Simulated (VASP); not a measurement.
Runs of VASP 6.6.1 on KF. The structure is that of space group Pm-3m (No. 221), or close to it. The cells are those of the table. 

```csv
cell,gap on the mesh (eV),pressure (GPa)
"a = 3.129 Å, 2 atoms",(c),2.1
"a = 3.129, b = 3.129, c = 3.259 Å, 2 atoms",6.61,0.3
"a = 2.998, b = 2.998, c = 3.129 Å, 2 atoms",(a),7.3
"a = 3.389 Å, 2 atoms",5.39,-4.7
"a = 3.259, b = 3.259, c = 3.129 Å, 2 atoms",6.26,-1.2
"a = 3.129, b = 3.129, c = 2.998 Å, 2 atoms",7.21,4.5
"a = 2.998 Å, 2 atoms",8.10,10.8
"a = 3.520 Å, 2 atoms",(b),-5.7
```

Alike in all rows: task single point; level PBEsol; potentials or basis VASP PAW PBE potentials, release 64 (K_sv, F); no spin polarisation; k mesh 8 × 8 × 8; cutoff (eV) 520; smearing gaussian 0.05 eV.

Task: Fill in the values left out.

Result: (a) 7.64; (b) 4.82; (c) 6.99.

Caveats: the PAW data sets were made with another functional, which shifts forces and pressure a little.

A k mesh can miss the band edges.
